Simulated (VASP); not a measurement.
# Hg (P4/nmm) in VASP: single point with r2SCAN

Aim: the single point of Hg with r2SCAN.

All numbers are computed with VASP 6.6.1; they aren't measurements. Logs are shortened: lines on timing, memory, paths and dates and some standing lists are left out, and cuts for length are marked.

## Step 1: The cell of the first run

It takes space group P4/nmm (No. 129, tetragonal). Conventional cell: a = 5.056 Å, b = 5.056 Å, c = 3.498 Å, α = 90.00°, β = 90.00°, γ = 90.00°. Hg (site symmetry -4m2) has 14 Hg at 2.85 to 3.57 Å within 3.8 Å. Hg (site symmetry 4mm) has 14 Hg at 2.85 to 3.68 Å within 3.8 Å.

## Step 2: Single point, r2SCAN

Contents of POSCAR:

```
Hg
1.0
    5.0556320000      0.0000000000      0.0000000000
    0.0000000000      5.0556320000      0.0000000000
    0.0000000000      0.0000000000      3.4977500000
Hg
4
Direct
    0.0000000000      0.0000000000      0.0000000000
    0.5000000000      0.5000000000      0.0000000000
    0.0000000000      0.5000000000      0.6250000000
    0.5000000000      0.0000000000      0.3750000000
```

Contents of INCAR.step1:

```
  PREC = Accurate
  ENCUT = 520
  ISMEAR = 1
  SIGMA = 0.081
  LREAL = False
  LASPH = True
  NELM = 60
  NBANDS = 32
  GGA = PE
  ALGO = Normal
  EDIFF = 1E-4
  LWAVE = True
  LCHARG = False
```

Contents of INCAR.step2:

```
  PREC = Accurate
  ENCUT = 520
  EDIFF = 1E-7
  ISMEAR = 1
  SIGMA = 0.081
  LREAL = False
  LASPH = True
  NELM = 60
  ALGO = Normal
  ISIF = 2
  LWAVE = False
  LCHARG = True
  METAGGA = R2SCAN
  LMIXTAU = True
  LELF = True
  LVHAR = True
  NBANDS = 32
  ISTART = 1
```

Contents of KPOINTS:

```
regular mesh
0
Gamma
  5 5 7
```

Potentials or basis: VASP PAW PBE potentials, release 64 (Hg).

On the command line:

```bash
$ cat potpaw_PBE.64/Hg/POTCAR > POTCAR
$ cp INCAR.step1 INCAR
$ mpirun -np 1 vasp_std > vasp.out
$ cp INCAR.step2 INCAR
$ mpirun -np 1 vasp_std > vasp.out
```

OUTCAR:

```text
PREC = Accurate
   ENCUT = 520
   EDIFF = 1E-7
   ISMEAR = 1
   LREAL = False
   LASPH = True
   NELM = 60
   ISIF = 2
   METAGGA = R2SCAN
   ISTART = 1

 ion  position               nearest neighbor table
   1  0.000  0.000  0.000-   3 2.85   4 2.85   3 2.85   4 2.85   3 3.34   3 3.34   4 3.34   4 3.34
                             2 3.57   2 3.57   2 3.57   2 3.57
   2  0.500  0.500  0.000-   3 2.85   4 2.85   4 2.85   3 2.85   3 3.34   4 3.34   3 3.34   4 3.34
                             1 3.57   1 3.57   1 3.57   1 3.57
   3  0.000  0.500  0.625-   1 2.85   2 2.85   1 2.85   2 2.85   1 3.34   1 3.34   2 3.34   2 3.34
                             4 3.68   4 3.68   4 3.68   4 3.68
   4  0.500  0.000  0.375-   1 2.85   2 2.85   2 2.85   1 2.85   2 3.34   1 3.34   1 3.34   2 3.34
                             3 3.68   3 3.68   3 3.68   3 3.68

  LATTYP: Found a simple tetragonal cell.
 ALAT       =     5.0556320000
 C/A-ratio  =     0.6918521759

  Lattice vectors:

 A1 = (   5.0556320000,   0.0000000000,   0.0000000000)
 A2 = (   0.0000000000,   5.0556320000,   0.0000000000)
 A3 = (   0.0000000000,   0.0000000000,   3.4977500000)

Analysis of symmetry for initial positions (statically):
=====================================================================
 Subroutine PRICEL returns:
 Original cell was already a primitive cell.

 Routine SETGRP: Setting up the symmetry group for a
 simple tetragonal supercell.

 Subroutine GETGRP returns: Found 16 space group operations
 (whereof  8 operations were pure point group operations)
 out of a pool of 16 trial point group operations.

The static configuration has the point symmetry D_2d.
 The point group associated with its full space group is D_4h.

Analysis of symmetry for dynamics (positions and initial velocities):
=====================================================================
 Subroutine PRICEL returns:
 Original cell was already a primitive cell.

 Routine SETGRP: Setting up the symmetry group for a
 simple tetragonal supercell.

 Subroutine GETGRP returns: Found 16 space group operations
 (whereof  8 operations were pure point group operations)
 out of a pool of 16 trial point group operations.

The dynamic configuration has the point symmetry D_2d.
 The point group associated with its full space group is D_4h.

 Subroutine INISYM returns: Found 16 space group operations
 (whereof  8 operations are pure point group operations),
 and found     1 'primitive' translations

----------------------------------------------------------------------------------------

                                     Primitive cell

  volume of cell :      89.4004

  direct lattice vectors                    reciprocal lattice vectors
     5.055632000  0.000000000  0.000000000     0.197799207  0.000000000  0.000000000
     0.000000000  5.055632000  0.000000000     0.000000000  0.197799207  0.000000000
     0.000000000  0.000000000  3.497750000     0.000000000  0.000000000  0.285898077

  length of vectors
     5.055632000  5.055632000  3.497750000     0.197799207  0.197799207  0.285898077

  position of ions in fractional coordinates (direct lattice)
     0.000000000  0.000000000  0.000000000
     0.500000000  0.500000000  0.000000000
     0.000000000  0.500000000  0.625000000
     0.500000000  0.000000000  0.375000000

  ion indices of the primitive-cell ions
   primitive index   ion index
                 1           1
                 2           2
                 3           3
                 4           4

----------------------------------------------------------------------------------------

 KPOINTS: regular mesh

Automatic generation of k-mesh.
 Grid dimensions read from file:
 generate k-points for:    5    5    7

 Generating k-lattice:

  Cartesian coordinates                     Fractional coordinates (reciprocal lattice)
     0.039559841  0.000000000  0.000000000     0.200000000  0.000000000  0.000000000
     0.000000000  0.039559841  0.000000000     0.000000000  0.200000000  0.000000000
     0.000000000  0.000000000  0.040842582     0.000000000  0.000000000  0.142857143

  Length of vectors
     0.039559841  0.039559841  0.040842582

  Shift w.r.t. Gamma in fractional coordinates (k-lattice)
     0.000000000  0.000000000  0.000000000

 Subroutine IBZKPT returns following result:
 ===========================================

 Found     24 irreducible k-points:

 Following reciprocal coordinates:
            Coordinates               Weight
  0.000000  0.000000  0.000000      1.000000
  0.200000  0.000000  0.000000      4.000000
  0.400000  0.000000  0.000000      4.000000
  0.200000  0.200000  0.000000      4.000000
  0.400000  0.200000  0.000000      8.000000
  0.400000  0.400000  0.000000      4.000000
[... 16 lines left out ...]
  0.400000  0.200000  0.428571     16.000000
  0.400000  0.400000  0.428571      8.000000
   k-points           NKPTS =     24   k-points in BZ     NKDIM =     24   number of bands    NBANDS=     32
   number of dos      NEDOS =    301   number of ions     NIONS =      4
   total plane-waves  NPLWV =  44800
   dimension x,y,z NGX =    40 NGY =   40 NGZ =   28
   dimension x,y,z NGXF=    80 NGYF=   80 NGZF=   56
   ions per type =               4
   NGX,Y,Z   is equivalent  to a cutoff of  13.15, 13.15, 13.31 a.u.
   NGXF,Y,Z  is equivalent  to a cutoff of  26.31, 26.31, 26.62 a.u.
 SYSTEM =  unknown system
   PREC   = accura    normal or accurate (medium, high low for compatibility)
   ISTART =      1    job   : 0-new  1-cont  2-samecut
   ICHARG =      0    charge: 1-file 2-atom 10-const
   ISPIN  =      1    spin polarized calculation?
   LNONCOLLINEAR =      F non collinear calculations
   LSORBIT =      F    spin-orbit coupling
   LASPH  =      T    aspherical Exc in radial PAW
   ENCUT  =  520.0 eV  38.22 Ry    6.18 a.u.   9.40  9.40  6.50*2*pi/ulx,y,z
   NELM   =     60;   NELMIN=  2; NELMDL=  0     # of ELM steps
   EDIFF  = 0.1E-06   stopping-criterion for ELM
   LREAL  =      F    real-space projection
   EDIFFG = 0.1E-05   stopping-criterion for IOM
   NSW    =      0    number of steps for IOM
   IBRION =     -1    ionic relax: 0-MD 1-quasi-New 2-CG
   NFREE  =      0    steps in history (QN), initial steepest desc. (CG)
   ISIF   =      2    stress and relaxation
   ISYM   =      2    0-nonsym 1-usesym 2-fastsym
   POTIM  = 0.5000    time-step for ionic-motion
   TEBEG  =    0.0;   TEEND  =   0.0 temperature during run
   PSTRESS=    0.0 pullay stress
   NELECT =      48.0000    total number of electrons
   NUPDOWN=      -1.0000    fix difference up-down
   EMIN   =  10.00;   EMAX   =-10.00  energy-range for DOS
   EFERMI =   0.00;   METHOD = LEGACY
   ISMEAR =     1;   SIGMA  =   0.08  broadening in eV -4-tet -1-fermi 0-gaus
   EFERMI_NEDOS =   21; number of points for ismear=-14 and -15
   IALGO  =     38    algorithm
   IMIX   =      4    mixing-type and parameters
     AMIX     =   0.40;   BMIX     =  1.00
     AMIX_MAG =   1.60;   BMIX_MAG =  1.00
  volume/ion in A,a.u.               =      22.35       150.83
  Fermi-wavevector in a.u.,A,eV,Ry     =   1.330583  2.514438 24.088455  1.770452
  Thomas-Fermi vector in A             =   2.459659
   LORBIT       =      0    0 simple, 1 ext, 2 COOP (PROOUT), +10 PAW based schemes
   METAGGA = R2SCAN    functional components
   LHFCALC =     F    Hartree Fock is set to
   AEXX    =    0.0000 exact exchange contribution
   IVDW    =     0    specifies the selected vdW correction
   LEPSILON=     F    determine dielectric tensor
   LRPA    =     F    only Hartree local field effects (RPA)
 non-spin polarized calculation
 Methfessel and Paxton  Order N= 1 SIGMA  =   0.08
  energy-cutoff  :      520.00
  volume of cell :       89.40
 maximum number of plane-waves:      2441
 NGX is ok and might be reduce to    40
   NGX = 19   NGY = 19   NGZ = 13

 number of electron      48.0000018 magnetization

 Free energy of the ion-electron system (eV)
  ---------------------------------------------------
  ext. energy  EPLUGINS =         0.00000000
  ---------------------------------------------------
  free energy    TOTEN  =      -196.74940750 eV

  energy without entropy =     -196.74787918  energy(sigma->0) =     -196.74889806

 E-fermi :   3.1709     XC(G=0): -11.7992

 val. band max:        3.1642409293   @ k =   0.4000   0.2000   0.4286
 cond. band min:       3.2133579568   @ k =   0.4000   0.4000   0.4286
 fundamental gap:      0.0491170274
 Fermi energy:         3.1708549766

 k-point     1 :       0.0000    0.0000    0.0000
  band No.  band energies     occupation
      1      -6.7160      2.00000
      2      -5.6407      2.00000
      3      -5.5987      2.00000
      4      -5.5392      2.00000
      5      -5.2950      2.00000
      6      -5.1005      2.00000
[... 24 lines left out ...]
     31      14.0246      0.00000
     32      14.0967      0.00000

 k-point     2 :       0.2000    0.0000    0.0000
  band No.  band energies     occupation
      1      -6.4307      2.00000
      2      -5.5862      2.00000
      3      -5.5121      2.00000
      4      -5.3905      2.00000
      5      -5.3273      2.00000
      6      -5.0857      2.00000
[... 24 lines left out ...]
     31      13.5494      0.00000
     32      14.5097      0.00000

 k-point     3 :       0.4000    0.0000    0.0000
  band No.  band energies     occupation
      1      -5.7883      2.00000
      2      -5.5855      2.00000
      3      -5.2299      2.00000
      4      -5.1416      2.00000
      5      -5.0610      2.00000
      6      -4.9078      2.00000
[... 24 lines left out ...]
     31      13.1448      0.00000
     32      13.3631      0.00000

 k-point     4 :       0.2000    0.2000    0.0000
  band No.  band energies     occupation
      1      -6.1443      2.00000
      2      -5.4375      2.00000
      3      -5.4062      2.00000
      4      -5.3971      2.00000
      5      -5.3361      2.00000
      6      -5.0733      2.00000
[... 654 lines left out ...]
     31      10.6421      0.00000
     32      10.6956      0.00000

 k-point    23 :       0.4000    0.2000    0.4286
  band No.  band energies     occupation
      1      -5.5777      2.00000
      2      -5.4352      2.00000
      3      -5.3728      2.00000
      4      -5.3496      2.00000
      5      -5.2691      2.00000
      6      -5.2336      2.00000
[... 24 lines left out ...]
     31      11.3946      0.00000
     32      12.1144      0.00000

 k-point    24 :       0.4000    0.4000    0.4286
  band No.  band energies     occupation
      1      -5.6975      2.00000
      2      -5.5939      2.00000
      3      -5.5494      2.00000
      4      -5.4731      2.00000
      5      -5.4044      2.00000
      6      -5.3492      2.00000
[... 24 lines left out ...]
     31      12.8969      0.00000
     32      13.4422      0.00000

------------------------ aborting loop because EDIFF is reached ----------------------------------------

  FORCE on cell =-STRESS in cart. coord.  units (eV):
  Direction    XX          YY          ZZ          XY          YZ          ZX
  --------------------------------------------------------------------------------------
  -------------------------------------------------------------------------------------
  Total        6.5200791      6.5200791      4.7103844      0.0000000      0.0000000      0.0000000
  in kB      116.8486694    116.8486694     84.4164831      0.0000000      0.0000000      0.0000000
  external PRESSURE =     106.0379407 kB  Pullay stress =       0.0000000 kB

 VOLUME and BASIS-vectors are now :
 -----------------------------------------------------------------------------
  energy-cutoff  :      520.00
  volume of cell :       89.40
      direct lattice vectors                 reciprocal lattice vectors
     5.055632000  0.000000000  0.000000000     0.197799207  0.000000000  0.000000000
     0.000000000  5.055632000  0.000000000     0.000000000  0.197799207  0.000000000
     0.000000000  0.000000000  3.497750000     0.000000000  0.000000000  0.285898077

 POSITION                                       TOTAL-FORCE (eV/Angst)
 -----------------------------------------------------------------------------------
      0.00000      0.00000      0.00000        -0.000000      0.000000      0.000000
      2.52782      2.52782      0.00000         0.000000     -0.000000      0.000000
      0.00000      2.52782      2.18609         0.000000     -0.000000     -0.779879
      2.52782      0.00000      1.31166        -0.000000      0.000000      0.779879
 -----------------------------------------------------------------------------------
    total drift:                               -0.000000      0.000000      0.000000

  FREE ENERGIE OF THE ION-ELECTRON SYSTEM (eV)
  ---------------------------------------------------
  free  energy   TOTEN  =      -196.7494075031 eV

  energy  without entropy=     -196.7478791812  energy(sigma->0) =     -196.74889806
```

Run time: 3.1 min. Hardware: 1 thread of AMD EPYC 7R13 (Zen 3), shared host; peak memory 0.2 GiB.

What came out:

```
Free energy            : -196.7494 eV
Pressure               : 10.6 GPa
Largest force          : 0.780 eV/Å
Band gap on the k mesh : zero (bands 24 and 25 overlap by 1.37 eV)
```

Forces in eV/Å, atoms in the order of the input:
```
Hg   0.000  0.000  0.000
Hg   0.000  0.000  0.000
Hg   0.000  0.000 -0.780
Hg   0.000  0.000  0.780
```

Caveat: the cell stands under pressure; the PAW data sets were made with another functional, which shifts forces and pressure a little; spin-orbit coupling is left out, which moves the levels of the heavy elements.

The gap in the log of VASP goes by the Fermi energy; the results here count the filled bands.